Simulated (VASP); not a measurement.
# Li (I4/mmm) in VASP: a series of runs

Li is run at these levels: LDA; tasks: single point.

Everything below comes from runs of VASP 6.6.1. Logs are shortened: lines on timing, memory, paths and dates and some standing lists are left out, and cuts for length are marked.

### 1 The cell of the first run

Symmetry: I4/mmm, No. 139, tetragonal system. The conventional cell has a = 3.500 Å, b = 3.500 Å, c = 3.342 Å, α = 90.00°, β = 90.00°, γ = 90.00°. Within 3.9 Å of Li (site symmetry 4/mmm) lie 14 Li at 2.99 to 3.50 Å.

### 2 Single point, LDA (strain -0.0450 x Voigt [1, 0, 0, 0, 0, 0])

Contents of INCAR:

```
SYSTEM = Li
PREC = Accurate
ENCUT = 520
EDIFF = 1E-6
ISMEAR = 0
SIGMA = 0.15
LREAL = .FALSE.
LASPH = .TRUE.
NELM = 80
ALGO = Fast
ISIF = 2
LWAVE = .FALSE.
LCHARG = .FALSE.
GGA = CA
NBANDS = 8
```

Contents of KPOINTS:

```
regular mesh
0
G
  20 20 20
  0 0 0
```

Contents of POSCAR:

```
Li
1.0
   -1.6712500000      1.7500000000      1.7500000000
    1.6712500000     -1.7500000000      1.7500000000
    1.6712500000      1.7500000000     -1.7500000000
Li
1
Direct
    0.0000000000      0.0000000000      0.0000000000
```

Potentials or basis: VASP PAW LDA potentials, release 64 (Li_sv).

Command:

```bash
> cat potpaw_LDA.64/Li_sv/POTCAR > POTCAR
> mpirun -np 1 vasp_std > vasp.out
```

OUTCAR:

```text
SYSTEM = Li
   PREC = Accurate
   ENCUT = 520
   EDIFF = 1E-6
   ISMEAR = 0
   LREAL = .FALSE.
   LASPH = .TRUE.
   NELM = 80
   ISIF = 2
   GGA = CA

 ion  position               nearest neighbor table
   1  0.000  0.000  0.000-

  LATTYP: Found a body centered tetragonal cell.
 ALAT       =     3.5000000000
 C/A-ratio  =     0.9550000000

  Lattice vectors:

 A1 = (  -1.6712500000,   1.7500000000,  -1.7500000000)
 A2 = (  -1.6712500000,  -1.7500000000,   1.7500000000)
 A3 = (   1.6712500000,   1.7500000000,   1.7500000000)

Analysis of symmetry for initial positions (statically):
=====================================================================
 Subroutine PRICEL returns:
 Original cell was already a primitive cell.

 Routine SETGRP: Setting up the symmetry group for a
 body centered tetragonal supercell.

 Subroutine GETGRP returns: Found 16 space group operations
 (whereof 16 operations were pure point group operations)
 out of a pool of 16 trial point group operations.

The static configuration has the point symmetry D_4h.

Analysis of symmetry for dynamics (positions and initial velocities):
=====================================================================
 Subroutine PRICEL returns:
 Original cell was already a primitive cell.

 Routine SETGRP: Setting up the symmetry group for a
 body centered tetragonal supercell.

 Subroutine GETGRP returns: Found 16 space group operations
 (whereof 16 operations were pure point group operations)
 out of a pool of 16 trial point group operations.

The dynamic configuration has the point symmetry D_4h.

 Subroutine INISYM returns: Found 16 space group operations
 (whereof 16 operations are pure point group operations),
 and found     1 'primitive' translations

----------------------------------------------------------------------------------------

                                     Primitive cell

  volume of cell :      20.4728

  direct lattice vectors                    reciprocal lattice vectors
    -1.671250000  1.750000000  1.750000000     0.000000000  0.285714286  0.285714286
     1.671250000 -1.750000000  1.750000000     0.299177263  0.000000000  0.285714286
     1.671250000  1.750000000 -1.750000000     0.299177263  0.285714286  0.000000000

  length of vectors
     2.986314880  2.986314880  2.986314880     0.404061018  0.413690328  0.413690328

  position of ions in fractional coordinates (direct lattice)
[... 80 lines left out ...]
   NSW    =      0    number of steps for IOM
   IBRION =     -1    ionic relax: 0-MD 1-quasi-New 2-CG
   NFREE  =      0    steps in history (QN), initial steepest desc. (CG)
   ISIF   =      2    stress and relaxation
   ISYM   =      2    0-nonsym 1-usesym 2-fastsym
   POTIM  = 0.5000    time-step for ionic-motion
   TEBEG  =    0.0;   TEEND  =   0.0 temperature during run
   PSTRESS=    0.0 pullay stress
   NELECT =       3.0000    total number of electrons
   NUPDOWN=      -1.0000    fix difference up-down
   EMIN   =  10.00;   EMAX   =-10.00  energy-range for DOS
   EFERMI =   0.00;   METHOD = LEGACY
   ISMEAR =     0;   SIGMA  =   0.15  broadening in eV -4-tet -1-fermi 0-gaus
   EFERMI_NEDOS =   21; number of points for ismear=-14 and -15
   IALGO  =     68    algorithm
   IMIX   =      4    mixing-type and parameters
     AMIX     =   0.40;   BMIX     =  1.00
     AMIX_MAG =   1.60;   BMIX_MAG =  1.00
  volume/ion in A,a.u.               =      20.47       138.16
  Fermi-wavevector in a.u.,A,eV,Ry     =   0.863090  1.631004 10.135311  0.744924
  Thomas-Fermi vector in A             =   1.980988
   LORBIT       =      0    0 simple, 1 ext, 2 COOP (PROOUT), +10 PAW based schemes
   GGA     = CA    functional components
   LHFCALC =     F    Hartree Fock is set to
   AEXX    =    0.0000 exact exchange contribution
   IVDW    =     0    specifies the selected vdW correction
   LEPSILON=     F    determine dielectric tensor
   LRPA    =     F    only Hartree local field effects (RPA)
 non-spin polarized calculation
 RMM-DIIS sequential band-by-band and
 Gauss-broadening in eV      SIGMA  =   0.15
  energy-cutoff  :      520.00
  volume of cell :       20.47
 maximum number of plane-waves:       566
 NGX is ok and might be reduce to    24
   NGX = 11   NGY = 11   NGZ = 11

 number of electron       2.9999999 magnetization

 Free energy of the ion-electron system (eV)
  ---------------------------------------------------
  ext. energy  EPLUGINS =         0.00000000
  ---------------------------------------------------
  free energy    TOTEN  =        -2.04280755 eV

  energy without entropy =       -2.03758528  energy(sigma->0) =       -2.04019642

 E-fermi :   0.5843     XC(G=0):  -7.1192

 val. band max:        0.5613428443   @ k =   0.1000   0.3500   0.0500
 cond. band min:       0.5874242439   @ k =   0.4000  -0.3000   0.2000
 fundamental gap:      0.0260813996
 Fermi energy:         0.5843040825

 k-point     1 :       0.0000    0.0000    0.0000
  band No.  band energies     occupation
      1     -45.0837      2.00000
      2      -2.9100      2.00000
      3      14.6913      0.00000
      4      14.6913      0.00000
      5      14.9973      0.00000
      6      19.0904      0.00000
      7      20.2095      0.00000
      8      20.2102      0.00000
[... 243 lines left out ...]
 k-point    24 :       0.1000    0.1000    0.0000
  band No.  band energies     occupation
      1     -45.0782      2.00000
      2      -2.3612      2.00000
      3      11.8348      0.00000
      4      12.5877      0.00000
      5      13.7253      0.00000
      6      17.2163      0.00000
      7      17.7872      0.00000
      8      19.9170      0.00000

 [... further k-points ...]

------------------------ aborting loop because EDIFF is reached ----------------------------------------

  FORCE on cell =-STRESS in cart. coord.  units (eV):
  Direction    XX          YY          ZZ          XY          YZ          ZX
  --------------------------------------------------------------------------------------
  -------------------------------------------------------------------------------------
  Total       -0.1317325     -0.1390833     -0.1390833      0.0000000      0.0000000     -0.0000000
  in kB      -10.3092231    -10.8844924    -10.8844924      0.0000000      0.0000000     -0.0000000
  external PRESSURE =     -10.6927360 kB  Pullay stress =       0.0000000 kB

 VOLUME and BASIS-vectors are now :
 -----------------------------------------------------------------------------
  energy-cutoff  :      520.00
  volume of cell :       20.47
      direct lattice vectors                 reciprocal lattice vectors
    -1.671250000  1.750000000  1.750000000     0.000000000  0.285714286  0.285714286
     1.671250000 -1.750000000  1.750000000     0.299177263  0.000000000  0.285714286
     1.671250000  1.750000000 -1.750000000     0.299177263  0.285714286  0.000000000

 POSITION                                       TOTAL-FORCE (eV/Angst)
 -----------------------------------------------------------------------------------
      0.00000      0.00000      0.00000         0.000000     -0.000000     -0.000000
 -----------------------------------------------------------------------------------
    total drift:                               -0.000000      0.000000     -0.000000

  FREE ENERGIE OF THE ION-ELECTRON SYSTEM (eV)
  ---------------------------------------------------
  free  energy   TOTEN  =        -2.0428075504 eV

  energy  without entropy=       -2.0375852813  energy(sigma->0) =       -2.04019642
```

OSZICAR:

```text
N       E                     dE             d eps       ncg     rms          rms(c)
DAV:   1    -0.255888385194E+00   -0.25589E+00   -0.71281E+02 10384   0.256E+02
DAV:   2    -0.201802853865E+01   -0.17621E+01   -0.17220E+01 14992   0.344E+01
DAV:   3    -0.204396221007E+01   -0.25934E-01   -0.25882E-01 11584   0.317E+00
DAV:   4    -0.204431366832E+01   -0.35146E-03   -0.35145E-03 15408   0.309E-01
DAV:   5    -0.204431468050E+01   -0.10122E-05   -0.10122E-05 12008   0.131E-02    0.224E-01
RMM:   6    -0.204329592093E+01    0.10188E-02   -0.14916E-04 14775   0.724E-02    0.133E-01
RMM:   7    -0.204277676007E+01    0.51916E-03   -0.71096E-04 16082   0.148E-01    0.247E-02
RMM:   8    -0.204279689870E+01   -0.20139E-04   -0.10444E-04 16637   0.653E-02    0.313E-03
RMM:   9    -0.204280392618E+01   -0.70275E-05   -0.43406E-05 16669   0.431E-02    0.424E-03
RMM:  10    -0.204280803255E+01   -0.41064E-05   -0.18358E-05 16142   0.301E-02    0.153E-02
RMM:  11    -0.204280755044E+01    0.48211E-06   -0.57985E-06 13734   0.182E-02
   1 F= -.20428076E+01 E0= -.20401964E+01  d E =-.522227E-02
```

stdout:

```text
POSCAR found type information on POSCAR Li
 POSCAR found :  1 types and       1 ions
 scaLAPACK will be used
 LDA part: xc-table for (Slater(with rela. corr.)+CA(PZ))
 , standard interpolation
 POSCAR, INCAR and KPOINTS ok, starting setup
 FFT: planning ... GRIDC
 FFT: planning ... GRID_SOFT
 FFT: planning ... GRID
 WAVECAR not read
 entering main loop
WARNING in EDDRMM: call to ZHEGV failed, returncode =   8  4      4
WARNING in EDDRMM: call to ZHEGV failed, returncode =   6  3      4
WARNING in EDDRMM: call to ZHEGV failed, returncode =   6  3      4
WARNING in EDDRMM: call to ZHEGV failed, returncode =   8  4      8
WARNING in EDDRMM: call to ZHEGV failed, returncode =   6  3      4
WARNING in EDDRMM: call to ZHEGV failed, returncode =   8  4      5
WARNING in EDDRMM: call to ZHEGV failed, returncode =   6  3      3
```

It took 82 s on 1 thread of Intel Xeon Platinum 8259CL at 2.50GHz (Skylake/Cascade Lake), shared host; peak memory 0.18 GiB.

Results:

| Quantity | Value |
| --- | --- |
| Free energy | -2.0428 eV |
| Band gap on the k mesh | zero (an odd number of electrons rules out a gap without spin polarisation) |

Caveat: the cell differs from its parent crystal (strain -0.0450 x Voigt [1, 0, 0, 0, 0, 0]); the cutoff is under 1.25 times the usual one of these potentials, so pressure, stress and relaxed cells hold a basis-set (Pulay) error.

### 3 Single point, LDA (strain +0.0150 x Voigt [1, 0, 0, 0, 0, 0])

Contents of INCAR:

```
PREC = Accurate
ENCUT = 520
EDIFF = 1E-6
ISMEAR = 0
SIGMA = 0.15
LREAL = False
LASPH = True
NELM = 100
ALGO = Fast
ISIF = 2
LWAVE = False
LCHARG = False
GGA = CA
NBANDS = 8
```

Contents of KPOINTS:

```
Automatic mesh
0
Gamma
  20 20 20
```

Contents of POSCAR:

```
Li
1.0
   -1.7762500000      1.7500000000      1.7500000000
    1.7762500000     -1.7500000000      1.7500000000
    1.7762500000      1.7500000000     -1.7500000000
Li
1
Direct
    0.0000000000      0.0000000000      0.0000000000
```

Potentials or basis: VASP PAW LDA potentials, release 64 (Li_sv).

Command:

```bash
> cat potpaw_LDA.64/Li_sv/POTCAR > POTCAR
> mpirun -np 1 vasp_std > vasp.out
```

OUTCAR:

```text
PREC = Accurate
   ENCUT = 520
   EDIFF = 1E-6
   ISMEAR = 0
   LREAL = False
   LASPH = True
   NELM = 100
   ISIF = 2
   GGA = CA

 ion  position               nearest neighbor table
   1  0.000  0.000  0.000-

  LATTYP: Found a body centered tetragonal cell.
 ALAT       =     3.5000000000
 C/A-ratio  =     1.0150000000

  Lattice vectors:

 A1 = (  -1.7762500000,   1.7500000000,  -1.7500000000)
 A2 = (  -1.7762500000,  -1.7500000000,   1.7500000000)
 A3 = (   1.7762500000,   1.7500000000,   1.7500000000)
[... 443 lines left out ...]
      8      18.8375      0.00000

 [... further k-points ...]

------------------------ aborting loop because EDIFF is reached ----------------------------------------

  FORCE on cell =-STRESS in cart. coord.  units (eV):
  Direction    XX          YY          ZZ          XY          YZ          ZX
  --------------------------------------------------------------------------------------
  -------------------------------------------------------------------------------------
  Total       -0.2277018     -0.2300583     -0.2300583      0.0000000      0.0000000     -0.0000000
  in kB      -16.7662895    -16.9398046    -16.9398046      0.0000000      0.0000000     -0.0000000
  external PRESSURE =     -16.8819663 kB  Pullay stress =       0.0000000 kB

 VOLUME and BASIS-vectors are now :
 -----------------------------------------------------------------------------
  energy-cutoff  :      520.00
  volume of cell :       21.76
      direct lattice vectors                 reciprocal lattice vectors
    -1.776250000  1.750000000  1.750000000     0.000000000  0.285714286  0.285714286
     1.776250000 -1.750000000  1.750000000     0.281491907  0.000000000  0.285714286
     1.776250000  1.750000000 -1.750000000     0.281491907  0.285714286  0.000000000

 POSITION                                       TOTAL-FORCE (eV/Angst)
 -----------------------------------------------------------------------------------
      0.00000      0.00000      0.00000        -0.000000      0.000000      0.000000
 -----------------------------------------------------------------------------------
    total drift:                               -0.000000      0.000000     -0.000000

  FREE ENERGIE OF THE ION-ELECTRON SYSTEM (eV)
  ---------------------------------------------------
  free  energy   TOTEN  =        -2.0323936354 eV

  energy  without entropy=       -2.0268596613  energy(sigma->0) =       -2.02962665
```

stdout:

```text
POSCAR found type information on POSCAR Li
 POSCAR found :  1 types and       1 ions
 scaLAPACK will be used
 LDA part: xc-table for (Slater(with rela. corr.)+CA(PZ))
 , standard interpolation
 POSCAR, INCAR and KPOINTS ok, starting setup
 FFT: planning ... GRIDC
 FFT: planning ... GRID_SOFT
 FFT: planning ... GRID
 WAVECAR not read
 entering main loop
WARNING in EDDRMM: call to ZHEGV failed, returncode =   6  3      8
WARNING in EDDRMM: call to ZHEGV failed, returncode =   8  4      6
```

It took 94 s on 1 thread of Intel Xeon Platinum 8259CL at 2.50GHz (Skylake/Cascade Lake), shared host; peak memory 0.19 GiB.

What came out:

```
Free energy            : -2.0324 eV
Band gap on the k mesh : zero (an odd number of electrons rules out a gap without spin polarisation)
```

Levels at points of the mesh, in eV from the Fermi level:
| k point | band 1 | band 2 | band 3 | band 4 | band 5 | band 6 |
| --- | --- | --- | --- | --- | --- | --- |
| (0.00, 0.00, 0.00) | -45.78 | -3.42 | 13.57 | 13.64 | 13.64 | 18.37 |
| (0.50, 0.00, 0.00) | -45.76 | 0.28 | 3.11 | 9.56 | 10.98 | 12.88 |
| (0.00, 0.50, 0.00) | -45.76 | 0.21 | 3.02 | 9.75 | 11.24 | 13.16 |
| (0.50, 0.50, 0.50) | -45.75 | 4.97 | 5.28 | 5.28 | 7.42 | 7.62 |

Caveat: the cell differs from its parent crystal (strain +0.0150 x Voigt [1, 0, 0, 0, 0, 0]); the cutoff is under 1.25 times the usual one of these potentials, so pressure, stress and relaxed cells hold a basis-set (Pulay) error.

(Continued in part 2 of 2.)

The gap in the log of VASP goes by the Fermi energy; the results here count the filled bands.